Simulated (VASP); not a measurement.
## Tl: single point with PBEsol

Tl:

```
CELL_PARAMETERS angstrom
3.50148 0.00000 0.00000
-1.75074 3.03237 0.00000
0.00000 0.00000 5.59771
ATOMIC_POSITIONS crystal
Tl 0.66667 0.33333 0.75000
Tl 0.33333 0.66667 0.25000
```

```yaml
Program: VASP 6.6.1
Task: single point
Functional: PBEsol
Potentials_or_basis: VASP PAW PBE potentials, release 64 (Tl_d)
Cutoff: 520 eV
k_mesh: 9 × 9 × 5
Occupations: fermi-dirac, width 0.05 eV
Spin: no spin polarisation
Dipole_correction: no
Further_INCAR_settings: ALGO = Normal; EDIFF = 1e-07; NBANDS = 20
```

| Item | Value |
| --- | --- |
| Pressure | -1.2 GPa |
| Band gap on the k mesh | zero (bands 13 and 14 overlap by 3.49 eV) |

Stress tensor (GPa, compression positive):
```
-1.48  0.00  0.00
 0.00 -1.48  0.00
 0.00  0.00 -0.50
```

Levels at points of the mesh, in eV from the Fermi level:
```
           k point  band 9  band 10  band 11  band 12  band 13  band 14  band 15  band 16  band 17  band 18
(0.00, 0.00, 0.00)  -10.98   -10.98    -9.76    -5.09    -2.67     7.76     7.76     9.76     9.76    10.21
```

Run time: 23 s on 1 thread of Intel(R) Xeon(R) Platinum 8259CL CPU @ 2.50GHz (Skylake/Cascade Lake), on a shared host, peak memory 0.19 GiB.

Caveat: the PAW data sets were made with another functional, which shifts forces and pressure a little; spin-orbit coupling is left out, which moves the levels of the heavy elements.
